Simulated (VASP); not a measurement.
# CuAu (P4/mmm) in VASP: notebook

CuAu is run at these levels: LDA; tasks: single point, relaxation of volume and atoms at fixed shape.

All numbers are computed with VASP 6.6.1; they aren't measurements. Logs are shortened: lines on timing, memory, paths and dates and some standing lists are left out, and cuts for length are marked.

## 1. The cell of the first run

Symmetry: P4/mmm, No. 123, tetragonal system. Conventional cell: a = 2.762 Å, b = 2.762 Å, c = 3.621 Å, α = 90.00°, β = 90.00°, γ = 90.00°. Cu (site symmetry 4/mmm) has 8 Au at 2.66 Å and 4 Cu at 2.76 Å within 3.5 Å. Within 3.5 Å of Au (site symmetry 4/mmm) lie 8 Cu at 2.66 Å and 4 Au at 2.76 Å.

## 2. Single point, LDA

INCAR

```
ALGO = Normal
EDIFF = 1E-7
ENCUT = 520
ISIF = 2
ISMEAR = -1
LASPH = True
LCHARG = True
LELF = True
LREAL = False
LVHAR = True
LWAVE = False
NBANDS = 18
NELM = 60
PREC = Accurate
SIGMA = 0.1
```

KPOINTS

```
k-points
0
Gamma
  8 8 6
```

POSCAR

```
CuAu
1.0
    2.7620022951      0.0000000000      0.0000000000
    0.0000000000      2.7620022951      0.0000000000
    0.0000000000      0.0000000000      3.6210911957
Cu Au
1 1
Direct
    0.5000000000      0.5000000000      0.5000000000
    0.0000000000      0.0000000000      0.0000000000
```

Potentials or basis: VASP PAW LDA potentials, release 64 (Cu, Au).

Launch:

```bash
$ cat potpaw_LDA.64/Cu/POTCAR potpaw_LDA.64/Au/POTCAR > POTCAR
$ mpirun -np 1 vasp_std > vasp.out
```

OUTCAR:

```text
EDIFF = 1E-7
   ENCUT = 520
   ISIF = 2
   ISMEAR = -1
   LASPH = True
   LREAL = False
   NELM = 60
   PREC = Accurate

 ion  position               nearest neighbor table
   1  0.500  0.500  0.500-   2 2.66   2 2.66   2 2.66   2 2.66   2 2.66   2 2.66   2 2.66   2 2.66

   2  0.000  0.000  0.000-   1 2.66   1 2.66   1 2.66   1 2.66   1 2.66   1 2.66   1 2.66   1 2.66

  LATTYP: Found a simple tetragonal cell.
 ALAT       =     2.7620022951
 C/A-ratio  =     1.3110384456

  Lattice vectors:

 A1 = (   2.7620022951,   0.0000000000,   0.0000000000)
 A2 = (   0.0000000000,   2.7620022951,   0.0000000000)
 A3 = (   0.0000000000,   0.0000000000,   3.6210911957)

Analysis of symmetry for initial positions (statically):
=====================================================================
 Subroutine PRICEL returns:
 Original cell was already a primitive cell.

 Routine SETGRP: Setting up the symmetry group for a
 simple tetragonal supercell.

 Subroutine GETGRP returns: Found 16 space group operations
 (whereof 16 operations were pure point group operations)
 out of a pool of 16 trial point group operations.

The static configuration has the point symmetry D_4h.

Analysis of symmetry for dynamics (positions and initial velocities):
=====================================================================
 Subroutine PRICEL returns:
 Original cell was already a primitive cell.

 Routine SETGRP: Setting up the symmetry group for a
 simple tetragonal supercell.

 Subroutine GETGRP returns: Found 16 space group operations
 (whereof 16 operations were pure point group operations)
 out of a pool of 16 trial point group operations.

The dynamic configuration has the point symmetry D_4h.

 Subroutine INISYM returns: Found 16 space group operations
 (whereof 16 operations are pure point group operations),
 and found     1 'primitive' translations

----------------------------------------------------------------------------------------

                                     Primitive cell

  volume of cell :      27.6241

  direct lattice vectors                    reciprocal lattice vectors
     2.762002295  0.000000000  0.000000000     0.362056180  0.000000000  0.000000000
     0.000000000  2.762002295  0.000000000     0.000000000  0.362056180  0.000000000
     0.000000000  0.000000000  3.621091196     0.000000000  0.000000000  0.276159850

  length of vectors
     2.762002295  2.762002295  3.621091196     0.362056180  0.362056180  0.276159850

  position of ions in fractional coordinates (direct lattice)
     0.500000000  0.500000000  0.500000000
     0.000000000  0.000000000  0.000000000

  ion indices of the primitive-cell ions
   primitive index   ion index
                 1           1
                 2           2

----------------------------------------------------------------------------------------

 KPOINTS: k-points

Automatic generation of k-mesh.
 Grid dimensions read from file:
 generate k-points for:    8    8    6

 Generating k-lattice:

  Cartesian coordinates                     Fractional coordinates (reciprocal lattice)
     0.045257022  0.000000000  0.000000000     0.125000000  0.000000000  0.000000000
     0.000000000  0.045257022  0.000000000     0.000000000  0.125000000  0.000000000
     0.000000000  0.000000000  0.046026642     0.000000000  0.000000000  0.166666667

  Length of vectors
     0.045257022  0.045257022  0.046026642

  Shift w.r.t. Gamma in fractional coordinates (k-lattice)
     0.000000000  0.000000000  0.000000000

 Subroutine IBZKPT returns following result:
 ===========================================

 Found     60 irreducible k-points:

 Following reciprocal coordinates:
            Coordinates               Weight
  0.000000  0.000000  0.000000      1.000000
  0.125000  0.000000  0.000000      4.000000
  0.250000  0.000000  0.000000      4.000000
  0.375000  0.000000  0.000000      4.000000
  0.500000  0.000000  0.000000      2.000000
  0.125000  0.125000  0.000000      4.000000
[... 16 lines left out ...]
  0.375000  0.125000  0.166667     16.000000
  0.500000  0.125000  0.166667      8.000000
 [... further k-points ...]
   k-points           NKPTS =     60   k-points in BZ     NKDIM =     60   number of bands    NBANDS=     18
   number of dos      NEDOS =    301   number of ions     NIONS =      2
   total plane-waves  NPLWV =  16128
   dimension x,y,z NGX =    24 NGY =   24 NGZ =   28
   dimension x,y,z NGXF=    48 NGYF=   48 NGZF=   56
   ions per type =               1   1
   NGX,Y,Z   is equivalent  to a cutoff of  14.45, 14.45, 12.85 a.u.
   NGXF,Y,Z  is equivalent  to a cutoff of  28.89, 28.89, 25.71 a.u.
 SYSTEM =  unknown system
   PREC   = accura    normal or accurate (medium, high low for compatibility)
   ISTART =      0    job   : 0-new  1-cont  2-samecut
   ICHARG =      2    charge: 1-file 2-atom 10-const
   ISPIN  =      1    spin polarized calculation?
   LNONCOLLINEAR =      F non collinear calculations
   LSORBIT =      F    spin-orbit coupling
   LASPH  =      T    aspherical Exc in radial PAW
   ENCUT  =  520.0 eV  38.22 Ry    6.18 a.u.   5.14  5.14  6.73*2*pi/ulx,y,z
   NELM   =     60;   NELMIN=  2; NELMDL= -5     # of ELM steps
   EDIFF  = 0.1E-06   stopping-criterion for ELM
   LREAL  =      F    real-space projection
   EDIFFG = 0.1E-05   stopping-criterion for IOM
   NSW    =      0    number of steps for IOM
   IBRION =     -1    ionic relax: 0-MD 1-quasi-New 2-CG
   NFREE  =      0    steps in history (QN), initial steepest desc. (CG)
   ISIF   =      2    stress and relaxation
   ISYM   =      2    0-nonsym 1-usesym 2-fastsym
   POTIM  = 0.5000    time-step for ionic-motion
   TEBEG  =    0.0;   TEEND  =   0.0 temperature during run
   PSTRESS=    0.0 pullay stress
   NELECT =      22.0000    total number of electrons
   NUPDOWN=      -1.0000    fix difference up-down
   EMIN   =  10.00;   EMAX   =-10.00  energy-range for DOS
   EFERMI =   0.00;   METHOD = LEGACY
   ISMEAR =    -1;   SIGMA  =   0.10  broadening in eV -4-tet -1-fermi 0-gaus
   EFERMI_NEDOS =   21; number of points for ismear=-14 and -15
   IALGO  =     38    algorithm
   IMIX   =      4    mixing-type and parameters
     AMIX     =   0.40;   BMIX     =  1.00
     AMIX_MAG =   1.60;   BMIX_MAG =  1.00
  volume/ion in A,a.u.               =      13.81        93.21
  Fermi-wavevector in a.u.,A,eV,Ry     =   1.517469  2.867601 31.330309  2.302713
  Thomas-Fermi vector in A             =   2.626720
   LORBIT       =      0    0 simple, 1 ext, 2 COOP (PROOUT), +10 PAW based schemes
   GGA     = CA    functional components
   LHFCALC =     F    Hartree Fock is set to
   AEXX    =    0.0000 exact exchange contribution
   IVDW    =     0    specifies the selected vdW correction
   LEPSILON=     F    determine dielectric tensor
   LRPA    =     F    only Hartree local field effects (RPA)
 non-spin polarized calculation
  energy-cutoff  :      520.00
  volume of cell :       27.62
 maximum number of plane-waves:       768
 NGX is ok and might be reduce to    24
   NGX = 11   NGY = 11   NGZ = 13

 number of electron      22.0000002 magnetization

 Free energy of the ion-electron system (eV)
  ---------------------------------------------------
  ext. energy  EPLUGINS =         0.00000000
  ---------------------------------------------------
  free energy    TOTEN  =        -9.25773033 eV

  energy without entropy =       -9.23551254  energy(sigma->0) =       -9.24662143

 E-fermi :   9.3678     XC(G=0): -13.2788

 val. band max:        9.3543705601   @ k =   0.5000   0.1250   0.0000
 cond. band min:       9.3992034460   @ k =   0.5000   0.1250   0.1667
 fundamental gap:      0.0448328859
 Fermi energy:         9.3677848147

 k-point     1 :       0.0000    0.0000    0.0000
  band No.  band energies     occupation
      1      -0.9747      2.00000
      2       2.2730      2.00000
      3       2.4478      2.00000
      4       5.0341      2.00000
      5       5.0341      2.00000
      6       6.2160      2.00000
[... 10 lines left out ...]
     17      26.7985      0.00000
     18      26.8389      0.00000

 k-point     2 :       0.1250    0.0000    0.0000
  band No.  band energies     occupation
      1      -0.5983      2.00000
      2       2.4495      2.00000
      3       2.6897      2.00000
      4       4.8047      2.00000
      5       5.1276      2.00000
      6       6.0534      2.00000
[... 10 lines left out ...]
     17      26.9840      0.00000
     18      29.2898      0.00000

 k-point     3 :       0.2500    0.0000    0.0000
  band No.  band energies     occupation
      1       0.4090      2.00000
      2       2.8013      2.00000
      3       3.4568      2.00000
      4       4.2302      2.00000
      5       5.3866      2.00000
      6       5.6380      2.00000
[... 10 lines left out ...]
     17      25.9400      0.00000
     18      28.3057      0.00000

 k-point     4 :       0.3750    0.0000    0.0000
  band No.  band energies     occupation
      1       1.6258      2.00000
      2       3.2773      2.00000
      3       3.6740      2.00000
      4       4.2830      2.00000
      5       5.2161      2.00000
      6       5.7326      2.00000
[... 375 lines left out ...]
      4       4.1650      2.00000
      5       4.8756      2.00000
      6       5.2749      2.00000
[... 10 lines left out ...]
     17      26.9958      0.00000
     18      28.3451      0.00000

 k-point    23 :       0.3750    0.1250    0.1667
  band No.  band energies     occupation
      1       2.0995      2.00000
      2       3.1639      2.00000
      3       3.8080      2.00000
      4       4.1741      2.00000
      5       4.8889      2.00000
      6       5.4210      2.00000
[... 10 lines left out ...]
     17      26.0483      0.00000
     18      26.6552      0.00000

 k-point    24 :       0.5000    0.1250    0.1667
  band No.  band energies     occupation
      1       2.7341      2.00000
      2       2.8254      2.00000
      3       3.9361      2.00000
      4       4.0424      2.00000
      5       4.9403      2.00000
      6       5.7967      2.00000
[... 10 lines left out ...]
     17      23.8430      0.00000
     18      25.5001      0.00000

 [... further k-points ...]
[... 5 lines left out ...]
  --------------------------------------------------------------------------------------
  -------------------------------------------------------------------------------------
  Total        0.2304202      0.2304202     -0.1304711      0.0000000      0.0000000     -0.0000000
  in kB       13.3642202     13.3642202     -7.5672354      0.0000000      0.0000000     -0.0000000
  external PRESSURE =       6.3870683 kB  Pullay stress =       0.0000000 kB

 VOLUME and BASIS-vectors are now :
 -----------------------------------------------------------------------------
  energy-cutoff  :      520.00
  volume of cell :       27.62
      direct lattice vectors                 reciprocal lattice vectors
     2.762002295  0.000000000  0.000000000     0.362056180  0.000000000  0.000000000
     0.000000000  2.762002295  0.000000000     0.000000000  0.362056180  0.000000000
     0.000000000  0.000000000  3.621091196     0.000000000  0.000000000  0.276159850

 POSITION                                       TOTAL-FORCE (eV/Angst)
 -----------------------------------------------------------------------------------
      1.38100      1.38100      1.81055         0.000000      0.000000      0.000000
      0.00000      0.00000      0.00000         0.000000      0.000000      0.000000
 -----------------------------------------------------------------------------------
    total drift:                                0.000000      0.000000     -0.000000

  FREE ENERGIE OF THE ION-ELECTRON SYSTEM (eV)
  ---------------------------------------------------
  free  energy   TOTEN  =        -9.2577303262 eV

  energy  without entropy=       -9.2355125427  energy(sigma->0) =       -9.24662143
```

It took 39 s on 1 thread of Intel Xeon 8259CL, shared host; peak memory 0.15 GiB.

Results:

| Quantity | Value |
| --- | --- |
| Free energy | -9.2577 eV |
| Pressure | 0.6 GPa |
| Band gap on the k mesh | zero (band 11 reaches 14.79 eV, above the bottom of band 12 at 7.20 eV) |

Levels at points of the mesh, in eV from the Fermi level:
| k point | band 8 | band 9 | band 10 | band 11 | band 12 | band 13 | band 14 | band 15 |
| --- | --- | --- | --- | --- | --- | --- | --- | --- |
| (0.00, 0.00, 0.00) | -2.31 | -1.82 | -1.57 | -1.57 | 1.96 | 8.46 | 10.12 | 10.12 |
| (0.50, 0.00, 0.00) | -3.25 | -2.64 | -2.42 | -0.97 | -0.07 | 9.56 | 9.74 | 11.74 |
| (0.50, 0.50, 0.00) | -1.65 | -1.47 | -1.47 | 0.48 | 0.48 | 5.48 | 7.19 | 10.08 |
| (0.00, 0.00, 0.50) | -2.83 | -2.58 | -2.57 | -2.57 | -2.17 | 14.56 | 14.90 | 14.90 |
| (0.50, 0.00, 0.50) | -1.87 | -1.72 | -1.65 | -1.30 | -1.30 | 2.89 | 4.63 | 15.96 |
| (0.50, 0.50, 0.50) | -2.35 | -1.79 | -1.65 | 5.43 | 5.59 | 5.59 | 6.56 | 7.06 |

Caveat: spin-orbit coupling is left out, which moves the levels of the heavy elements.

## 3. Relaxation of volume and atoms at fixed shape, LDA

This run uses another cell than the first one, of 14.56 Å³/atom, 1.054 times its volume.

INCAR

```
SYSTEM = CuAu
PREC = Accurate
ENCUT = 600
EDIFF = 1E-6
ISMEAR = -1
SIGMA = 0.1
LREAL = .False.
LASPH = .True.
NELM = 80
ALGO = Normal
ISIF = 8
LWAVE = .False.
LCHARG = .False.
IBRION = 2
NSW = 60
EDIFFG = -0.02
```

KPOINTS

```
regular mesh
0
Gamma
  8 8 6
  0 0 0
```

POSCAR

```
CuAu
1.0
    2.8107490000      0.0000000000      0.0000000000
    0.0000000000      2.8107490000      0.0000000000
    0.0000000000      0.0000000000      3.6850000000
Cu Au
1 1
Direct
    0.5000000000      0.5000000000      0.5000000000
    0.0000000000      0.0000000000      0.0000000000
```

Potentials or basis: VASP PAW LDA potentials, release 64 (Cu, Au).

Launch:

```bash
$ cat potpaw_LDA.64/Cu/POTCAR potpaw_LDA.64/Au/POTCAR > POTCAR
$ mpirun -np 1 vasp_std > vasp.out
```

OUTCAR:

```text
SYSTEM = CuAu
   PREC = Accurate
   ENCUT = 600
   EDIFF = 1E-6
   ISMEAR = -1
   LREAL = .False.
   LASPH = .True.
   NELM = 80
   ISIF = 8
   IBRION = 2
   NSW = 60
   EDIFFG = -0.02

 ion  position               nearest neighbor table
   1  0.500  0.500  0.500-   2 2.71   2 2.71   2 2.71   2 2.71   2 2.71   2 2.71   2 2.71   2 2.71

   2  0.000  0.000  0.000-   1 2.71   1 2.71   1 2.71   1 2.71   1 2.71   1 2.71   1 2.71   1 2.71

  LATTYP: Found a simple tetragonal cell.
 ALAT       =     2.8107490000
 C/A-ratio  =     1.3110384456

  Lattice vectors:

 A1 = (   2.8107490000,   0.0000000000,   0.0000000000)
 A2 = (   0.0000000000,   2.8107490000,   0.0000000000)
 A3 = (   0.0000000000,   0.0000000000,   3.6850000000)

Analysis of symmetry for initial positions (statically):
=====================================================================
 Subroutine PRICEL returns:
 Original cell was already a primitive cell.

 Routine SETGRP: Setting up the symmetry group for a
 simple tetragonal supercell.

 Subroutine GETGRP returns: Found 16 space group operations
 (whereof 16 operations were pure point group operations)
 out of a pool of 16 trial point group operations.

The static configuration has the point symmetry D_4h.

Analysis of symmetry for dynamics (positions and initial velocities):
=====================================================================
[... 169 lines left out ...]
  external PRESSURE =     -80.8579141 kB  Pullay stress =       0.0000000 kB
[... 23 lines left out ...]
--------------------------------------- Ionic step        2  -------------------------------------------

 number of electron      21.9999991 magnetization

 E-fermi :  10.3133     XC(G=0): -13.6098

 val. band max:       10.2392895524   @ k =   0.5000   0.0000   0.1667
 cond. band min:      10.3256755473   @ k =   0.5000   0.0000   0.0000
 fundamental gap:      0.0863859949
 Fermi energy:        10.3132940968

 k-point     1 :       0.0000    0.0000    0.0000
  band No.  band energies     occupation
      1      -0.6205      2.00000
      2       2.6834      2.00000
      3       2.8689      2.00000
      4       5.6954      2.00000
      5       5.6954      2.00000
      6       6.9915      2.00000
      7       6.9943      2.00000
      8       7.8538      2.00000
      9       8.4089      2.00000
     10       8.6787      2.00000
     11       8.6787      2.00000
     12      12.1701      0.00000
     13      19.3061      0.00000
     14      20.6370      0.00000
[... 486 lines left out ...]
--------------------------------------- Ionic step        4  -------------------------------------------

 number of electron      22.0000002 magnetization

 Free energy of the ion-electron system (eV)
  ---------------------------------------------------
  ext. energy  EPLUGINS =         0.00000000
  ---------------------------------------------------
  free energy    TOTEN  =        -9.25828536 eV

  energy without entropy =       -9.23608893  energy(sigma->0) =       -9.24718714

 E-fermi :   9.3137     XC(G=0): -13.2594

 val. band max:        9.2957105088   @ k =   0.5000   0.1250   0.0000
 cond. band min:       9.3415081350   @ k =   0.5000   0.1250   0.1667
 fundamental gap:      0.0457976262
 Fermi energy:         9.3136637762

 k-point     1 :       0.0000    0.0000    0.0000
  band No.  band energies     occupation
      1      -0.9947      2.00000
      2       2.2490      2.00000
      3       2.4234      2.00000
      4       4.9960      2.00000
      5       4.9960      2.00000
      6       6.1714      2.00000
      7       6.2417      2.00000
      8       7.0100      2.00000
      9       7.5037      2.00000
     10       7.7449      2.00000
     11       7.7449      2.00000
     12      11.2757      0.00000
     13      17.7448      0.00000
     14      19.4234      0.00000
[... 444 lines left out ...]
  FREE ENERGIE OF THE ION-ELECTRON SYSTEM (eV)
  ---------------------------------------------------
  free  energy   TOTEN  =        -9.2582853593 eV

  energy  without entropy=       -9.2360889298  energy(sigma->0) =       -9.24718714

 reached required accuracy - stopping structural energy minimisation
```

CONTCAR:

```text
CuAu
   1.00000000000000
     2.7650275649209561    0.0000000000000000    0.0000000000000000
     0.0000000000000000    2.7650275649209561    0.0000000000000000
     0.0000000000000000    0.0000000000000000    3.6250574408222591
  Cu              Au
     1     1
Direct
     0.5000000000000000    0.5000000000000000    0.5000000000000000
     0.0000000000000000    0.0000000000000000    0.0000000000000000

  0.00000000E+00  0.00000000E+00  0.00000000E+00
  0.00000000E+00  0.00000000E+00  0.00000000E+00
```

Run time: 2 min. Hardware: 1 thread of Intel Xeon 8259CL, shared host; peak memory 0.17 GiB.

Results:

| Item | Value |
| --- | --- |
| Free energy | -9.2583 eV |
| Relaxed volume | 13.86 Å³/atom |
| Relaxed cell | a = 2.765 Å, b = 2.765 Å, c = 3.625 Å, α = 90.00°, β = 90.00°, γ = 90.00° |
| Space group after relaxing (to 0.05 Å) | P4/mmm (No. 123) |
| Energy gained by relaxing | 18.1 meV/atom |
| Ionic steps | 4 |
| Pressure after relaxing | 0.0 GPa |
| Band gap on the k mesh | zero (band 11 reaches 14.73 eV, above the bottom of band 12 at 7.15 eV) |

Step by step:
| step | energy change (eV) | largest force (eV/Å) | pressure (GPa) | volume (Å³) |
| --- | --- | --- | --- | --- |
| 1 | 0.0000 | 0.0000 | -8.09 | 29.11 |
| 2 | 0.0248 | 0.0000 | 12.82 | 26.13 |
| 3 | -0.0363 | 0.0000 | -0.31 | 27.76 |
| 4 | -0.0363 | 0.0000 | 0.02 | 27.71 |

Final structure:
```xyz
2
Lattice="2.7650 0.0000 0.0000 0.0000 2.7650 0.0000 0.0000 0.0000 3.6251" Properties=species:S:1:pos:R:3 pbc="T T T"
Cu    1.3825    1.3825    1.8125
Au    0.0000    0.0000    0.0000
```

Levels at points of the mesh, in eV from the Fermi level:
```
           k point  band 7  band 8  band 9  band 10  band 11  band 12  band 13  band 14  band 15
(0.00, 0.00, 0.00)   -3.07   -2.30   -1.81    -1.57    -1.57     1.96     8.43    10.11    10.11
(0.50, 0.00, 0.00)   -3.32   -3.24   -2.62    -2.41    -0.97    -0.08     9.55     9.72    11.71
(0.50, 0.50, 0.00)   -1.78   -1.65   -1.47    -1.47     0.49     0.49     5.46     7.17    10.08
(0.00, 0.00, 0.50)   -3.49   -2.83   -2.57    -2.56    -2.56    -2.16    14.55    14.88    14.88
(0.50, 0.00, 0.50)   -1.93   -1.87   -1.72    -1.64    -1.29    -1.28     2.87     4.61    15.95
(0.50, 0.50, 0.50)   -3.31   -2.34   -1.78    -1.65     5.41     5.58     5.58     6.53     7.05
```

Caveat: spin-orbit coupling is left out, which moves the levels of the heavy elements. LDA usually gives volumes a few per cent too small.
